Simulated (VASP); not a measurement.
Set up this calculation in VASP 6.6.1, as the native input.

| Property | Result |
| --- | --- |
| Task | single point |
| Functional | PBE |
| Potentials or basis | VASP PAW PBE potentials, release 64 (Ti_sv, Al) |
| Cutoff | 520 eV |
| k mesh | 18 × 18 × 10 |
| Occupations | gaussian, width 0.15 eV |
| Spin | no spin polarisation |
| Dipole correction | no |
| Further INCAR settings | ALGO = Normal; EDIFF = 1e-06; NBANDS = 14 |

The structure of TiAl lies in POSCAR:

```
TiAl
1.0
    2.7369000000      0.0000000000      0.0000000000
   -1.3684500000      2.3702249276      0.0000000000
    0.0000000000      0.0000000000      4.4625000000
Ti Al
1 1
Direct
    0.0000000000      0.0000000000      0.0000000000
    0.3333333333      0.6666666667      0.5000000000
```

One way to write it, as run:

INCAR

```
SYSTEM = TiAl
PREC     = Accurate       ! precision mode
ENCUT    = 520            ! plane-wave cutoff, eV
EDIFF    = 1E-6           ! SCF threshold, eV
ISMEAR   = 0              ! smearing method
SIGMA    = 0.15           ! smearing width, eV
LREAL    = .False.        ! projectors in reciprocal space
LASPH    = .True.         ! aspherical terms in the spheres
NELM     = 80             ! most SCF steps
ALGO     = Normal         ! electronic algorithm
ISIF     = 2              ! what is computed and relaxed
LWAVE    = .False.        ! write WAVECAR
LCHARG   = .True.         ! write CHGCAR
GGA      = PE             ! functional
LELF     = .True.         ! ELF
LVHAR    = .True.       
NBANDS   = 14             ! bands
```

KPOINTS

```
Automatic mesh
0
Gamma
  18 18 10
  0 0 0
```

Potentials or basis: VASP PAW PBE potentials, release 64 (Ti_sv, Al).

Command:

```sh
$ cat potpaw_PBE.64/Ti_sv/POTCAR potpaw_PBE.64/Al/POTCAR > POTCAR
$ mpirun -np 1 vasp_std > vasp.out
```

Results of the run:

* Pressure: 19.7 GPa

Run time: 53 s on 1 thread of Intel Xeon 6975P-C, on a shared host, peak memory 0.21 GiB.
